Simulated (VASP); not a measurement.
Wanted: the native input for a VASP 6.6.1 run.

```yaml
Task: single point
Functional: PBE
Potentials_or_basis: VASP PAW PBE potentials, release 64 (C)
Cutoff: 520 eV
k_mesh: 19 × 19 × 1
Occupations: fermi-dirac, width 0.05 eV
Spin: no spin polarisation
Dipole_correction: no
Further_INCAR_settings: ALGO = Normal; EDIFF = 1e-06; NBANDS = 11; NELMDL = -8
```

The structure of C lies in POSCAR:

```
C
1.0
    2.4562275060      0.0000000000      0.0000000000
   -1.2281137530      2.1271554177      0.0000000000
    0.0000000000      0.0000000000     15.0001609735
C
2
Direct
    0.6666666700      0.3333333300      0.5000053700
    0.0000000000      0.0000000000      0.5006612895
```

These files were run (other wordings do the same):

INCAR

```
PREC = Accurate ; ENCUT = 520
EDIFF = 1E-6 ; ISMEAR = -1
SIGMA = 0.05 ; LREAL = False
LASPH = True ; NELM = 120
ALGO = Normal ; ISIF = 2
LWAVE = False ; LCHARG = False
GGA = PE ; NBANDS = 11
GGA_COMPAT = False ; NELMDL = -8
```

KPOINTS

```
regular mesh
0
Gamma
  19 19 1
```

Potentials or basis: VASP PAW PBE potentials, release 64 (C).

Run with:

```console
$ cat potpaw_PBE.64/C/POTCAR > POTCAR
$ mpirun -np 1 vasp_std > vasp.out
```

Results of the run:

```
Largest force : 0.165 eV/Å
```

Caveat: there is no dipole correction, which matters where the two faces differ.

Run time: 56 s on 1 thread of Intel Xeon 8259CL (shared host), peak memory 0.18 GiB.
